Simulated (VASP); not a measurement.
Crystal: MoS2.

```
Mo S
1.0
     3.14773    0.00000    0.00000
    -1.57387    2.72601    0.00000
     0.00000    0.00000   12.24129
Mo S
2 4
Direct
  0.66667 0.33333 0.75000
  0.33333 0.66667 0.25000
  0.66667 0.33333 0.37700
  0.33333 0.66667 0.87700
  0.66667 0.33333 0.12300
  0.33333 0.66667 0.62300
```

Program: VASP 6.6.1. Alike in all runs: task single point; potentials or basis VASP PAW PBE potentials, release 64 (Mo_sv, S); no spin polarisation; cell as given; k mesh 10 × 10 × 3; cutoff (eV) 520; smearing fermi-dirac 0.05 eV.

Order these runs on this cell by their pressure, lowest first.
A. level RPBE+D3(BJ)
B. level PBE+D3(BJ)
C. level PBE
D. level RPBE+D4

A (-12.4 GPa), D (-0.6 GPa), B (1.0 GPa), C (5.1 GPa).

Caveats: the PAW data sets were made with another functional, which shifts forces and pressure a little (some runs); this functional lacks dispersion, which binds the layers, so the pressure and a relaxed spacing across them are unreliable (some runs).
